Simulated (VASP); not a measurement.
# KCl (I4/mmm) in VASP: notebook

The runs below take KCl through single point, with r2SCAN.

All numbers are computed with VASP 6.6.1; they aren't measurements. Logs are shortened: lines on timing, memory, paths and dates and some standing lists are left out, and cuts for length are marked.

### 1 The cell of the first run

The structure is tetragonal, space group I4/mmm (No. 139). The conventional cell has a = 4.463 Å, b = 4.463 Å, c = 6.565 Å, α = 90.00°, β = 90.00°, γ = 90.00°. Within 4.2 Å of K (site symmetry 4/mmm) lie 6 Cl at 3.16 to 3.28 Å. Within 4.2 Å of Cl (site symmetry 4/mmm) lie 6 K at 3.16 to 3.28 Å.

### 2 Single point, r2SCAN (strain +0.000 along x and y, +0.040 along z)

File POSCAR:

```
KCl
1.0
    0.0000000000      3.1561000000      3.2823440000
    3.1561000000      0.0000000000      3.2823440000
    3.1561000000      3.1561000000      0.0000000000
K Cl
1 1
Direct
    0.0000000000      0.0000000000      0.0000000000
    0.5000000000      0.5000000000      0.5000000000
```

File INCAR.step1:

```
PREC = Accurate
ENCUT = 550
ISMEAR = 0
SIGMA = 0.05
LREAL = False
LASPH = True
NELM = 120
NBANDS = 15
GGA = PE
ALGO = Normal
EDIFF = 1E-5
LWAVE = True
LCHARG = False
GGA_COMPAT = False
```

File INCAR.step2:

```
PREC = Accurate
ENCUT = 550
EDIFF = 1E-6
ISMEAR = 0
SIGMA = 0.05
LREAL = False
LASPH = True
NELM = 120
ALGO = Normal
ISIF = 2
LWAVE = False
LCHARG = False
METAGGA = R2SCAN
LMIXTAU = True
NBANDS = 15
ISTART = 1
GGA_COMPAT = False
```

File KPOINTS:

```
Automatic mesh
0
Gamma
  6 6 6
```

Potentials or basis: VASP PAW PBE potentials, release 64 (K_sv, Cl).

Launch:

```bash
cat potpaw_PBE.64/K_sv/POTCAR potpaw_PBE.64/Cl/POTCAR > POTCAR
cp INCAR.step1 INCAR
mpirun -np 1 vasp_std > vasp.out
cp INCAR.step2 INCAR
mpirun -np 1 vasp_std > vasp.out
```

OUTCAR:

```text
PREC = Accurate
   ENCUT = 550
   EDIFF = 1E-6
   ISMEAR = 0
   LREAL = False
   LASPH = True
   NELM = 120
   ISIF = 2
   METAGGA = R2SCAN
   ISTART = 1

 ion  position               nearest neighbor table
   1  0.000  0.000  0.000-   2 3.16   2 3.16   2 3.16   2 3.16
   2  0.500  0.500  0.500-   1 3.16   1 3.16   1 3.16   1 3.16

  LATTYP: Found a body centered tetragonal cell.
 ALAT       =     4.4633994242
 C/A-ratio  =     1.4707821049

  Lattice vectors:

 A1 = (  -3.1561000000,   0.0000000000,   3.2823440000)
 A2 = (   3.1561000000,   0.0000000000,   3.2823440000)
 A3 = (   0.0000000000,   3.1561000000,  -3.2823440000)

Analysis of symmetry for initial positions (statically):
=====================================================================
 Subroutine PRICEL returns:
 Original cell was already a primitive cell.

 Routine SETGRP: Setting up the symmetry group for a
 body centered tetragonal supercell.

 Subroutine GETGRP returns: Found 16 space group operations
 (whereof 16 operations were pure point group operations)
 out of a pool of 16 trial point group operations.

The static configuration has the point symmetry D_4h.

Analysis of symmetry for dynamics (positions and initial velocities):
=====================================================================
 Subroutine PRICEL returns:
 Original cell was already a primitive cell.

 Routine SETGRP: Setting up the symmetry group for a
 body centered tetragonal supercell.

 Subroutine GETGRP returns: Found 16 space group operations
 (whereof 16 operations were pure point group operations)
 out of a pool of 16 trial point group operations.

The dynamic configuration has the point symmetry D_4h.

 Subroutine INISYM returns: Found 16 space group operations
 (whereof 16 operations are pure point group operations),
 and found     1 'primitive' translations

----------------------------------------------------------------------------------------

                                     Primitive cell

  volume of cell :      65.3906

  direct lattice vectors                    reciprocal lattice vectors
     0.000000000  3.156100000  3.282344000    -0.158423371  0.158423371  0.152330164
     3.156100000  0.000000000  3.282344000     0.158423371 -0.158423371  0.152330164
     3.156100000  3.156100000  0.000000000     0.158423371  0.158423371 -0.152330164

  length of vectors
     4.553542505  4.553542505  4.463399424     0.270925096  0.270925096  0.270925096

  position of ions in fractional coordinates (direct lattice)
     0.000000000  0.000000000  0.000000000
     0.500000000  0.500000000  0.500000000

  ion indices of the primitive-cell ions
   primitive index   ion index
                 1           1
                 2           2

----------------------------------------------------------------------------------------

 KPOINTS: Automatic mesh

Automatic generation of k-mesh.
 Grid dimensions read from file:
 generate k-points for:    6    6    6

 Generating k-lattice:

  Cartesian coordinates                     Fractional coordinates (reciprocal lattice)
    -0.026403895  0.026403895  0.025388361     0.166666667  0.000000000  0.000000000
     0.026403895 -0.026403895  0.025388361     0.000000000  0.166666667  0.000000000
     0.026403895  0.026403895 -0.025388361     0.000000000  0.000000000  0.166666667

  Length of vectors
     0.045154183  0.045154183  0.045154183

  Shift w.r.t. Gamma in fractional coordinates (k-lattice)
     0.000000000  0.000000000  0.000000000

 Subroutine IBZKPT returns following result:
 ===========================================

 Found     30 irreducible k-points:

 Following reciprocal coordinates:
            Coordinates               Weight
  0.000000  0.000000  0.000000      1.000000
  0.166667  0.000000  0.000000      8.000000
  0.333333  0.000000  0.000000      8.000000
  0.500000  0.000000  0.000000      4.000000
  0.166667  0.166667  0.000000      2.000000
  0.333333  0.166667  0.000000      8.000000
[... 16 lines left out ...]
  0.333333  0.000000  0.333333      4.000000
  0.500000  0.000000  0.333333     16.000000
 [... further k-points ...]
   k-points           NKPTS =     30   k-points in BZ     NKDIM =     30   number of bands    NBANDS=     15
   number of dos      NEDOS =    301   number of ions     NIONS =      2
   total plane-waves  NPLWV =  46656
   dimension x,y,z NGX =    36 NGY =   36 NGZ =   36
   dimension x,y,z NGXF=    72 NGYF=   72 NGZF=   72
   ions per type =               1   1
   NGX,Y,Z   is equivalent  to a cutoff of  13.14, 13.14, 13.41 a.u.
   NGXF,Y,Z  is equivalent  to a cutoff of  26.29, 26.29, 26.82 a.u.
 SYSTEM =  unknown system
   PREC   = accura    normal or accurate (medium, high low for compatibility)
   ISTART =      1    job   : 0-new  1-cont  2-samecut
   ICHARG =      0    charge: 1-file 2-atom 10-const
   ISPIN  =      1    spin polarized calculation?
   LNONCOLLINEAR =      F non collinear calculations
   LSORBIT =      F    spin-orbit coupling
   LASPH  =      T    aspherical Exc in radial PAW
   ENCUT  =  550.0 eV  40.42 Ry    6.36 a.u.   8.71  8.71  8.54*2*pi/ulx,y,z
   NELM   =    120;   NELMIN=  2; NELMDL=  0     # of ELM steps
   EDIFF  = 0.1E-05   stopping-criterion for ELM
   LREAL  =      F    real-space projection
   EDIFFG = 0.1E-04   stopping-criterion for IOM
   NSW    =      0    number of steps for IOM
   IBRION =     -1    ionic relax: 0-MD 1-quasi-New 2-CG
   NFREE  =      0    steps in history (QN), initial steepest desc. (CG)
   ISIF   =      2    stress and relaxation
   ISYM   =      2    0-nonsym 1-usesym 2-fastsym
   POTIM  = 0.5000    time-step for ionic-motion
   TEBEG  =    0.0;   TEEND  =   0.0 temperature during run
   PSTRESS=    0.0 pullay stress
   NELECT =      16.0000    total number of electrons
   NUPDOWN=      -1.0000    fix difference up-down
   EMIN   =  10.00;   EMAX   =-10.00  energy-range for DOS
   EFERMI =   0.00;   METHOD = LEGACY
   ISMEAR =     0;   SIGMA  =   0.05  broadening in eV -4-tet -1-fermi 0-gaus
   EFERMI_NEDOS =   21; number of points for ismear=-14 and -15
   IALGO  =     38    algorithm
   IMIX   =      4    mixing-type and parameters
     AMIX     =   0.40;   BMIX     =  1.00
     AMIX_MAG =   1.60;   BMIX_MAG =  1.00
  volume/ion in A,a.u.               =      32.70       220.64
  Fermi-wavevector in a.u.,A,eV,Ry     =   1.023944  1.934974 14.265188  1.048462
  Thomas-Fermi vector in A             =   2.157705
   LORBIT       =      0    0 simple, 1 ext, 2 COOP (PROOUT), +10 PAW based schemes
   METAGGA = R2SCAN    functional components
   LHFCALC =     F    Hartree Fock is set to
   AEXX    =    0.0000 exact exchange contribution
   IVDW    =     0    specifies the selected vdW correction
   LEPSILON=     F    determine dielectric tensor
   LRPA    =     F    only Hartree local field effects (RPA)
 non-spin polarized calculation
 Gauss-broadening in eV      SIGMA  =   0.05
  energy-cutoff  :      550.00
  volume of cell :       65.39
 maximum number of plane-waves:      1948
   NGX = 17   NGY = 17   NGZ = 17

 number of electron      15.9999999 magnetization

 Free energy of the ion-electron system (eV)
  ---------------------------------------------------
  ext. energy  EPLUGINS =         0.00000000
  ---------------------------------------------------
  free energy    TOTEN  =       -16.49323587 eV

  energy without entropy =      -16.49323587  energy(sigma->0) =      -16.49323587

 E-fermi :  -2.1239     XC(G=0):  -7.7358

 val. band max:       -2.4408775775   @ k =   0.0000   0.0000   0.0000
 cond. band min:       3.2105489655   @ k =   0.0000   0.0000   0.0000
 fundamental gap:      5.6514265431
 Fermi energy:        -2.1239228648

 k-point     1 :       0.0000    0.0000    0.0000
  band No.  band energies     occupation
      1     -30.8342      2.00000
      2     -15.0664      2.00000
      3     -13.5318      2.00000
      4     -13.5217      2.00000
      5     -13.5217      2.00000
      6      -2.4605      2.00000
      7      -2.4409      2.00000
      8      -2.4409      2.00000
      9       3.2105      0.00000
     10       6.4058      0.00000
     11       6.6467      0.00000
     12       6.6467      0.00000
     13       7.4921      0.00000
     14       7.6724      0.00000
     15      10.7473      0.00000

 k-point     2 :       0.1667    0.0000    0.0000
  band No.  band energies     occupation
      1     -30.8322      2.00000
      2     -15.1068      2.00000
      3     -13.5334      2.00000
      4     -13.5222      2.00000
      5     -13.4695      2.00000
      6      -2.7292      2.00000
      7      -2.5280      2.00000
      8      -2.5174      2.00000
      9       3.8162      0.00000
     10       6.3263      0.00000
     11       6.8434      0.00000
     12       6.9811      0.00000
     13       7.8415      0.00000
     14       8.0379      0.00000
     15      11.7249      0.00000

 k-point     3 :       0.3333    0.0000    0.0000
  band No.  band energies     occupation
      1     -30.8281      2.00000
      2     -15.1808      2.00000
      3     -13.5397      2.00000
      4     -13.5232      2.00000
      5     -13.3681      2.00000
      6      -3.2050      2.00000
      7      -2.6684      2.00000
      8      -2.6636      2.00000
      9       5.0119      0.00000
     10       6.3089      0.00000
     11       7.7825      0.00000
     12       7.8932      0.00000
     13       8.7197      0.00000
     14       8.9669      0.00000
     15      10.9387      0.00000

 k-point     4 :       0.5000    0.0000    0.0000
  band No.  band energies     occupation
      1     -30.8261      2.00000
      2     -15.2150      2.00000
      3     -13.5430      2.00000
      4     -13.5237      2.00000
      5     -13.3199      2.00000
      6      -3.4132      2.00000
      7      -2.7354      2.00000
      8      -2.7336      2.00000
      9       5.5403      0.00000
     10       6.5944      0.00000
     11       8.6943      0.00000
     12       8.7501      0.00000
     13       9.4039      0.00000
     14       9.7326      0.00000
     15      10.0678      0.00000
[... 307 lines left out ...]
 k-point    22 :      -0.3333    0.5000    0.1667
  band No.  band energies     occupation
      1     -30.8244      2.00000
      2     -15.0484      2.00000
      3     -13.6245      2.00000
      4     -13.5802      2.00000
      5     -13.4607      2.00000
      6      -3.0248      2.00000
      7      -2.8348      2.00000
      8      -2.7656      2.00000
      9       5.3882      0.00000
     10       6.8672      0.00000
     11       7.2870      0.00000
     12       8.3643      0.00000
     13       9.2394      0.00000
     14       9.8654      0.00000
     15      10.3187      0.00000

 k-point    23 :       0.3333    0.0000    0.3333
  band No.  band energies     occupation
      1     -30.8259      2.00000
      2     -15.0695      2.00000
      3     -13.5625      2.00000
      4     -13.5625      2.00000
      5     -13.5002      2.00000
      6      -3.1092      2.00000
      7      -2.6345      2.00000
      8      -2.6311      2.00000
      9       4.9546      0.00000
     10       5.4116      0.00000
     11       8.2944      0.00000
     12       8.8571      0.00000
     13       8.9357      0.00000
     14       9.0162      0.00000
     15      10.1036      0.00000

 k-point    24 :       0.5000    0.0000    0.3333
  band No.  band energies     occupation
      1     -30.8240      2.00000
      2     -15.0421      2.00000
      3     -13.5978      2.00000
      4     -13.5655      2.00000
      5     -13.5162      2.00000
      6      -3.0749      2.00000
      7      -2.7847      2.00000
      8      -2.6911      2.00000
      9       5.0225      0.00000
     10       6.4310      0.00000
     11       8.0003      0.00000
     12       8.8027      0.00000
     13       8.9168      0.00000
     14       9.5231      0.00000
     15      10.0643      0.00000

 [... further k-points ...]

------------------------ aborting loop because EDIFF is reached ----------------------------------------

  FORCE on cell =-STRESS in cart. coord.  units (eV):
  Direction    XX          YY          ZZ          XY          YZ          ZX
  --------------------------------------------------------------------------------------
  -------------------------------------------------------------------------------------
  Total       -0.1580003     -0.1580003     -0.6165110      0.0000000      0.0000000     -0.0000000
  in kB       -3.8712645     -3.8712645    -15.1055237      0.0000000      0.0000000     -0.0000000
  external PRESSURE =      -7.6160175 kB  Pullay stress =       0.0000000 kB

 VOLUME and BASIS-vectors are now :
 -----------------------------------------------------------------------------
  energy-cutoff  :      550.00
  volume of cell :       65.39
      direct lattice vectors                 reciprocal lattice vectors
     0.000000000  3.156100000  3.282344000    -0.158423371  0.158423371  0.152330164
     3.156100000  0.000000000  3.282344000     0.158423371 -0.158423371  0.152330164
     3.156100000  3.156100000  0.000000000     0.158423371  0.158423371 -0.152330164

 POSITION                                       TOTAL-FORCE (eV/Angst)
 -----------------------------------------------------------------------------------
      0.00000      0.00000      0.00000         0.000000     -0.000000      0.000000
      3.15610      3.15610      3.28234        -0.000000      0.000000     -0.000000
 -----------------------------------------------------------------------------------
    total drift:                                0.000000      0.000000      0.000000

  FREE ENERGIE OF THE ION-ELECTRON SYSTEM (eV)
  ---------------------------------------------------
  free  energy   TOTEN  =       -16.4932358750 eV

  energy  without entropy=      -16.4932358750  energy(sigma->0) =      -16.49323587
```

It took 4.3 min on 1 thread of AMD EPYC 7R13, shared host; peak memory 0.2 GiB.

Results:

| Item | Value |
| --- | --- |
| Free energy | -16.4932 eV |
| Pressure | -0.8 GPa |
| Band gap on the k mesh | 5.65 eV |

Caveat: the cell differs from its parent crystal (strain +0.000 along x and y, +0.040 along z); the PAW data sets were made with another functional, which shifts forces and pressure a little.

### 3 Single point, r2SCAN (strain +0.040 along x and y, +0.080 along z)

File POSCAR:

```
KCl
1.0
    0.0000000000      3.2823440000      3.4085880000
    3.2823440000      0.0000000000      3.4085880000
    3.2823440000      3.2823440000      0.0000000000
K Cl
1 1
Direct
    0.0000000000      0.0000000000      0.0000000000
    0.5000000000      0.5000000000      0.5000000000
```

File INCAR.step1:

```
PREC = Accurate ; ENCUT = 550
ISMEAR = 0 ; SIGMA = 0.05
LREAL = F ; LASPH = T
NELM = 120 ; NBANDS = 15
GGA = PE ; ALGO = Normal
EDIFF = 1E-5 ; LWAVE = T
LCHARG = F ; GGA_COMPAT = F
```

File INCAR.step2:

```
PREC = Accurate ; ENCUT = 550
EDIFF = 1E-6 ; ISMEAR = 0
SIGMA = 0.05 ; LREAL = F
LASPH = T ; NELM = 120
ALGO = Normal ; ISIF = 2
LWAVE = F ; LCHARG = F
METAGGA = R2SCAN ; LMIXTAU = T
NBANDS = 15 ; ISTART = 1
GGA_COMPAT = F
```

File KPOINTS:

```
regular mesh
0
Gamma
  6 6 6
```

Potentials or basis: VASP PAW PBE potentials, release 64 (K_sv, Cl).

Launch:

```bash
cat potpaw_PBE.64/K_sv/POTCAR potpaw_PBE.64/Cl/POTCAR > POTCAR
cp INCAR.step1 INCAR
mpirun -np 1 vasp_std > vasp.out
cp INCAR.step2 INCAR
mpirun -np 1 vasp_std > vasp.out
```

It took 5.4 min on 1 thread of AMD EPYC 7R13, shared host; peak memory 0.2 GiB.

The run converged. Its results:

* Free energy: -16.4198 eV
* Pressure: -2.1 GPa
* Band gap on the k mesh: 5.30 eV

Stress tensor (GPa, compression positive):
```
-1.92  0.00  0.00
 0.00 -1.92  0.00
 0.00  0.00 -2.39
```

Levels at points of the mesh, in eV from the valence-band top:
```csv
k point,band 4,band 5,band 6,band 7,band 8,band 9,band 10,band 11,band 12,band 13
"(0.00, 0.00, 0.00)",-11.39,-11.39,0.00,0.00,0.00,5.30,8.78,8.99,8.99,9.79
"(0.50, 0.00, 0.00)",-11.39,-11.23,-0.79,-0.22,-0.21,7.65,8.57,10.74,10.81,11.44
"(0.50, 0.50, 0.00)",-11.41,-11.41,-0.57,-0.17,-0.17,7.16,8.45,9.58,10.72,10.89
"(0.50, 0.00, 0.50)",-11.43,-11.42,-0.54,-0.21,-0.19,7.10,8.50,9.81,10.80,10.90
```

Caveat: the cell differs from its parent crystal (strain +0.040 along x and y, +0.080 along z); the PAW data sets were made with another functional, which shifts forces and pressure a little.
